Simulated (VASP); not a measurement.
# AlNi3 (Pm-3m) in VASP: single point with HSE06

Aim: the single point of AlNi3 with HSE06.

All numbers are computed with VASP 6.6.1; they aren't measurements. Logs are shortened: lines on timing, memory, paths and dates and some standing lists are left out, and cuts for length are marked.

## 1. The cell of the first run

The structure is cubic, space group Pm-3m (No. 221). Conventional cell: a = 3.568 Å, b = 3.568 Å, c = 3.568 Å, α = 90.00°, β = 90.00°, γ = 90.00°. Al (site symmetry m-3m) has 12 Ni at 2.52 Å within 3.3 Å. Within 3.3 Å of Ni (site symmetry 4/mmm) lie 4 Al at 2.52 Å and 8 Ni at 2.52 Å.

## 2. Single point, HSE06

The input, POSCAR:

```
AlNi3
1.0
    3.5680000000      0.0000000000      0.0000000000
    0.0000000000      3.5680000000      0.0000000000
    0.0000000000      0.0000000000      3.5680000000
Al Ni
1 3
Direct
    0.0000000000      0.0000000000      0.0000000000
    0.0000000000      0.5000000000      0.5000000000
    0.5000000000      0.0000000000      0.5000000000
    0.5000000000      0.5000000000      0.0000000000
```

The input, INCAR.step1:

```
PREC = Accurate ; ENCUT = 520
EDIFF = 1E-5 ; ISMEAR = 0
SIGMA = 0.1 ; LREAL = False
LASPH = True ; NELM = 100
ALGO = Normal ; ISIF = 2
LWAVE = True ; LCHARG = False
NBANDS = 24 ; GGA = PE
KPAR = 8
```

The input, INCAR.step2:

```
PREC = Accurate ; ENCUT = 520
EDIFF = 1E-6 ; ISMEAR = 0
SIGMA = 0.1 ; LREAL = False
LASPH = True ; NELM = 100
ALGO = Normal ; ISIF = 2
LWAVE = False ; LCHARG = False
GGA = PE ; LHFCALC = True
HFSCREEN = 0.2079 ; PRECFOCK = Normal
NBANDS = 24 ; ISTART = 1
KPAR = 8
```

The input, KPOINTS:

```
regular mesh
0
Gamma
  8 8 8
```

Potentials or basis: VASP PAW PBE potentials, release 64 (Al, Ni).

The run is started by

```sh
> cat potpaw_PBE.64/Al/POTCAR potpaw_PBE.64/Ni/POTCAR > POTCAR
> cp INCAR.step1 INCAR
> mpirun -np 8 vasp_std > vasp.out
> cp INCAR.step2 INCAR
> mpirun -np 8 vasp_std > vasp.out
```

OUTCAR:

```text
PREC = Accurate
   ENCUT = 520
   EDIFF = 1E-6
   ISMEAR = 0
   LREAL = False
   LASPH = True
   NELM = 100
   ISIF = 2
   GGA = PE
   LHFCALC = True
   HFSCREEN = 0.2079
   PRECFOCK = Normal
   ISTART = 1

 ion  position               nearest neighbor table
   1  0.000  0.000  0.000-   2 2.52   3 2.52   4 2.52   2 2.52   3 2.52   2 2.52   4 2.52   2 2.52
                             3 2.52   4 2.52   3 2.52   4 2.52
   2  0.000  0.500  0.500-   1 2.52   3 2.52   4 2.52   1 2.52   4 2.52   1 2.52   3 2.52   1 2.52
                             3 2.52   4 2.52   4 2.52   3 2.52
   3  0.500  0.000  0.500-   1 2.52   2 2.52   4 2.52   1 2.52   4 2.52   2 2.52   4 2.52   4 2.52
                             1 2.52   2 2.52   1 2.52   2 2.52
   4  0.500  0.500  0.000-   1 2.52   2 2.52   3 2.52   2 2.52   3 2.52   1 2.52   3 2.52   3 2.52
                             1 2.52   2 2.52   2 2.52   1 2.52

  LATTYP: Found a simple cubic cell.
 ALAT       =     3.5680000000

  Lattice vectors:

 A1 = (   3.5680000000,   0.0000000000,   0.0000000000)
 A2 = (   0.0000000000,   3.5680000000,   0.0000000000)
 A3 = (   0.0000000000,   0.0000000000,   3.5680000000)

Analysis of symmetry for initial positions (statically):
=====================================================================
 Subroutine PRICEL returns:
 Original cell was already a primitive cell.

 Routine SETGRP: Setting up the symmetry group for a
 simple cubic supercell.

 Subroutine GETGRP returns: Found 48 space group operations
 (whereof 48 operations were pure point group operations)
 out of a pool of 48 trial point group operations.

The static configuration has the point symmetry O_h .

Analysis of symmetry for dynamics (positions and initial velocities):
=====================================================================
 Subroutine PRICEL returns:
 Original cell was already a primitive cell.

 Routine SETGRP: Setting up the symmetry group for a
 simple cubic supercell.

 Subroutine GETGRP returns: Found 48 space group operations
 (whereof 48 operations were pure point group operations)
 out of a pool of 48 trial point group operations.

The dynamic configuration has the point symmetry O_h .

 Subroutine INISYM returns: Found 48 space group operations
 (whereof 48 operations are pure point group operations),
 and found     1 'primitive' translations

[... 99 lines left out ...]
   LREAL  =      F    real-space projection
   EDIFFG = 0.1E-04   stopping-criterion for IOM
   NSW    =      0    number of steps for IOM
   IBRION =     -1    ionic relax: 0-MD 1-quasi-New 2-CG
   NFREE  =      0    steps in history (QN), initial steepest desc. (CG)
   ISIF   =      2    stress and relaxation
   ISYM   =      3    0-nonsym 1-usesym 2-fastsym
   POTIM  = 0.5000    time-step for ionic-motion
   TEBEG  =    0.0;   TEEND  =   0.0 temperature during run
   PSTRESS=    0.0 pullay stress
   NELECT =      33.0000    total number of electrons
   NUPDOWN=      -1.0000    fix difference up-down
   EMIN   =  10.00;   EMAX   =-10.00  energy-range for DOS
   EFERMI =   0.00;   METHOD = LEGACY
   ISMEAR =     0;   SIGMA  =   0.10  broadening in eV -4-tet -1-fermi 0-gaus
   EFERMI_NEDOS =   21; number of points for ismear=-14 and -15
   IALGO  =     38    algorithm
   IMIX   =      1    mixing-type and parameters
     AMIX     =   0.40;   BMIX     =  1.00
     AMIX_MAG =   1.60;   BMIX_MAG =  1.00
  volume/ion in A,a.u.               =      11.36        76.63
  Fermi-wavevector in a.u.,A,eV,Ry     =   1.471707  2.781123 29.469143  2.165921
  Thomas-Fermi vector in A             =   2.586810
   LORBIT       =      0    0 simple, 1 ext, 2 COOP (PROOUT), +10 PAW based schemes
   GGA     = PE    functional components
   LHFCALC =     T    Hartree Fock is set to
   PRECFOCK=normal    Normal, Fast or Accurate (Low or Medium for compatibility)
   ENCUT4O =  -1.0   cutoff for four orbital integrals eV
   NKREDX  =     1    reduce k-point grid by
   NKREDY  =     1    reduce k-point grid by
   NKREDZ  =     1    reduce k-point grid by
   AEXX    =    0.2500 exact exchange contribution
   HFSCREEN=    0.2079 screening length (either q_TF or 0.3 A-1)
   HFSCREENC=   0.2079 screening length for correlation (either q_TF or 0.3 A-1)
   ENCUTFOCK=  -1.0 apply spherical cutoff to Coloumb kernel
   IVDW    =     0    specifies the selected vdW correction
   LEPSILON=     F    determine dielectric tensor
   LRPA    =     F    only Hartree local field effects (RPA)
 non-spin polarized calculation
 Gauss-broadening in eV      SIGMA  =   0.10
  energy-cutoff  :      520.00
  volume of cell :       45.42
 maximum number of plane-waves:      1237
 NGX is ok and might be reduce to    28
  NGX = 20; NGY = 20; NGZ = 20

 number of electron      33.0000023 magnetization

 Free energy of the ion-electron system (eV)
  ---------------------------------------------------
  ext. energy  EPLUGINS =         0.00000000
  ---------------------------------------------------
  free energy    TOTEN  =       -24.62994797 eV

  energy without entropy =      -24.61600073  energy(sigma->0) =      -24.62297435

 E-fermi :   8.7967     XC(G=0): -10.2732

 val. band max:        8.7933424647   @ k =   0.5000   0.1250   0.1250
 cond. band min:       8.8111711378   @ k =   0.3750   0.1250   0.1250
 fundamental gap:      0.0178286731
 Fermi energy:         8.7967048162

 k-point     1 :       0.0000    0.0000    0.0000
  band No.  band energies     occupation
      1      -1.9795      2.00000
      2       3.5926      2.00000
      3       4.4889      2.00000
      4       4.4889      2.00000
      5       5.0227      2.00000
      6       5.0227      2.00000
[... 637 lines left out ...]
     23      19.8701      0.00000
     24      20.3337      0.00000

 [... further k-points ...]
[... 5 lines left out ...]
  --------------------------------------------------------------------------------------
  -------------------------------------------------------------------------------------
  Total       -1.8909860     -1.8909860     -1.8909860      0.0000000      0.0000000     -0.0000000
  in kB      -66.6997737    -66.6997737    -66.6997737      0.0000000      0.0000000     -0.0000000
  external PRESSURE =     -66.6997737 kB  Pullay stress =       0.0000000 kB

 VOLUME and BASIS-vectors are now :
 -----------------------------------------------------------------------------
  energy-cutoff  :      520.00
  volume of cell :       45.42
      direct lattice vectors                 reciprocal lattice vectors
     3.568000000  0.000000000  0.000000000     0.280269058  0.000000000  0.000000000
     0.000000000  3.568000000  0.000000000     0.000000000  0.280269058  0.000000000
     0.000000000  0.000000000  3.568000000     0.000000000  0.000000000  0.280269058

 POSITION                                       TOTAL-FORCE (eV/Angst)
 -----------------------------------------------------------------------------------
      0.00000      0.00000      0.00000         0.000000      0.000000      0.000000
      0.00000      1.78400      1.78400         0.000000      0.000000      0.000000
      1.78400      0.00000      1.78400         0.000000      0.000000      0.000000
      1.78400      1.78400      0.00000         0.000000      0.000000      0.000000
 -----------------------------------------------------------------------------------
    total drift:                                0.000001      0.000021      0.000011

  FREE ENERGIE OF THE ION-ELECTRON SYSTEM (eV)
  ---------------------------------------------------
  free  energy   TOTEN  =       -24.6299479736 eV

  energy  without entropy=      -24.6160007333  energy(sigma->0) =      -24.62297435
```

OUTCAR.step1:

```text
PREC = Accurate
   ENCUT = 520
   EDIFF = 1E-5
   ISMEAR = 0
   LREAL = False
[... 881 lines left out ...]
      0.00000      0.00000      0.00000         0.000000      0.000000      0.000000
      0.00000      1.78400      1.78400         0.000000      0.000000      0.000000
      1.78400      0.00000      1.78400         0.000000      0.000000      0.000000
      1.78400      1.78400      0.00000         0.000000      0.000000      0.000000
 -----------------------------------------------------------------------------------
    total drift:                                0.000000      0.000000      0.000000

  FREE ENERGIE OF THE ION-ELECTRON SYSTEM (eV)
  ---------------------------------------------------
  free  energy   TOTEN  =       -21.8890340417 eV

  energy  without entropy=      -21.8593900759  energy(sigma->0) =      -21.87421206
```

OSZICAR.step1:

```text
N       E                     dE             d eps       ncg     rms          rms(c)
DAV:   1     0.183380997337E+03    0.18338E+03   -0.14203E+04  1704   0.175E+03
DAV:   2    -0.176052945145E+02   -0.20099E+03   -0.18897E+03  1680   0.315E+02
DAV:   3    -0.259883121572E+02   -0.83830E+01   -0.80373E+01  2088   0.893E+01
DAV:   4    -0.261124821585E+02   -0.12417E+00   -0.12411E+00  2056   0.937E+00
DAV:   5    -0.261166009643E+02   -0.41188E-02   -0.41187E-02  2184   0.158E+00    0.194E+01
DAV:   6    -0.272834598729E+02   -0.11669E+01   -0.44257E+01  1936   0.118E+02    0.215E+01
DAV:   7    -0.219547639569E+02    0.53287E+01   -0.15527E+01  1936   0.650E+01    0.221E+00
DAV:   8    -0.219108065332E+02    0.43957E-01   -0.29756E-01  1888   0.406E+00    0.120E+00
DAV:   9    -0.218897033075E+02    0.21103E-01   -0.22378E-02  2376   0.208E+00    0.171E-01
DAV:  10    -0.218890543227E+02    0.64898E-03   -0.13950E-03  1904   0.329E-01    0.961E-02
DAV:  11    -0.218890361862E+02    0.18136E-04   -0.90041E-05  2280   0.105E-01    0.354E-02
DAV:  12    -0.218890340417E+02    0.21445E-05   -0.73807E-06  1280   0.285E-02
   1 F= -.21889034E+02 E0= -.21874212E+02  d E =-.296440E-01
```

It took 45 min on 8 MPI ranks of Intel Xeon 6975P-C (Granite Rapids), shared host; peak memory 0.32 GiB.

What came out:

* Free energy: -24.6299 eV
* Pressure: -6.7 GPa
* Band gap on the k mesh: zero (an odd number of electrons rules out a gap without spin polarisation)

Levels at points of the mesh, in eV from the Fermi level:
```
           k point  band 13  band 14  band 15  band 16  band 17  band 18  band 19  band 20  band 21  band 22
(0.00, 0.00, 0.00)    -0.61     0.32     0.32     0.32     1.45     1.45     1.45     7.85     7.85     8.35
(0.50, 0.00, 0.00)    -1.57    -1.47    -1.47    -1.16     0.32     6.57     6.57     6.81     6.81     7.59
(0.50, 0.50, 0.00)    -1.86    -1.54    -1.51    -0.97    -0.79     1.38     1.38     9.29     9.56     9.56
(0.50, 0.50, 0.50)    -1.90    -1.62    -1.62    -0.11    -0.11    -0.11     0.28     4.06     5.36     5.36
```

Caveat: the cell stands under tension; the PAW data sets were made with another functional, which shifts forces and pressure a little.
